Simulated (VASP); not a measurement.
Runs of VASP 6.6.1 on Pd. The structure is that of space group P6_3/mmc (No. 194), or close to it. The cells are those of the table. 

| task | cell | cutoff (eV) | gap on the mesh (eV) | pressure (GPa) |
| --- | --- | --- | --- | --- |
| relaxation of cell and atoms | relaxed to 20 GPa from a = 2.750, b = 2.750, c = 4.491 Å, angles 90.0, 90.0, 120.0°, 2 atoms | 600 | none | 20.0 |
| single point | a = 2.675, b = 2.675, c = 4.495 Å, angles 90.0, 90.0, 120.0°, 2 atoms | 520 | none | 5.3 |
| relaxation of cell and atoms | relaxed to 10 GPa from a = 2.750, b = 2.750, c = 4.491 Å, angles 90.0, 90.0, 120.0°, 2 atoms | 600 | none | 10.0 |
| single point | a = 2.659, b = 2.659, c = 4.464 Å, angles 90.0, 90.0, 120.0°, 2 atoms | 520 | none | 10.3 |
| single point | a = 2.693, b = 2.693, c = 4.530 Å, angles 90.0, 90.0, 120.0°, 2 atoms | 520 | none | 0.3 |
| single point | a = 2.631, b = 2.631, c = 4.411 Å, angles 90.0, 90.0, 120.0°, 2 atoms | 520 | none | (a) |
| relaxation of cell and atoms | relaxed to 5 GPa from a = 2.750, b = 2.750, c = 4.491 Å, angles 90.0, 90.0, 120.0°, 2 atoms | 600 | none | 5.0 |
| relaxation of cell and atoms | relaxed from a = 2.750, b = 2.750, c = 4.491 Å, angles 90.0, 90.0, 120.0°, 2 atoms | 600 | none | 0.0 |

Alike in all rows: level LDA; potentials or basis VASP PAW LDA potentials, release 64 (Pd); no spin polarisation; k mesh 10 × 10 × 6; smearing fermi-dirac 0.05 eV.

Question: Estimate the missing entries.

Answer: (a) 20.4.

Caveats: the cell is relaxed towards a set pressure, so the enthalpy falls and the energy may rise (some runs).

A k mesh can miss the band edges, and the runs leave out spin-orbit coupling on Pd.

A gap of «none» marks levels without a gap at the run's occupations.
